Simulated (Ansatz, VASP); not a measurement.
Two plane-wave programs on AlP

```
Al P
1.0
     0.00000    2.73200    2.73200
     2.73200    0.00000    2.73200
     2.73200    2.73200    0.00000
Al P
1 1
Direct
  0.00000 0.00000 0.00000
  0.25000 0.25000 0.25000
```

Alike in both runs: task single point; functional r2SCAN; k mesh 6 × 6 × 6; occupations gaussian, width 0.1 eV; no spin polarisation.

|  | VASP | Ansatz |
| --- | --- | --- |
| version | VASP 6.6.1 | Ansatz 0.2.0 |
| potentials or method | VASP PAW PBE potentials, release 64 (Al, P), cutoff 550 eV | scalar-relativistic, plane waves, PAW |
| valence electrons in the cell | 8 | 8 |

|  | VASP | Ansatz | Ansatz less VASP |
| --- | --- | --- | --- |
| gap on the k mesh at the Fermi level (eV) | 1.91 | 1.91 | -0.003 |
| least direct gap on the mesh (eV) | 3.98 | 3.98 | -0.007 |
| pressure (GPa) | 0.5 | 0.8 | +0.30 |

VASP's potentials were made for PBE, not for r2SCAN. The functional is the same, so the differences come from potentials, cutoffs and numerics.
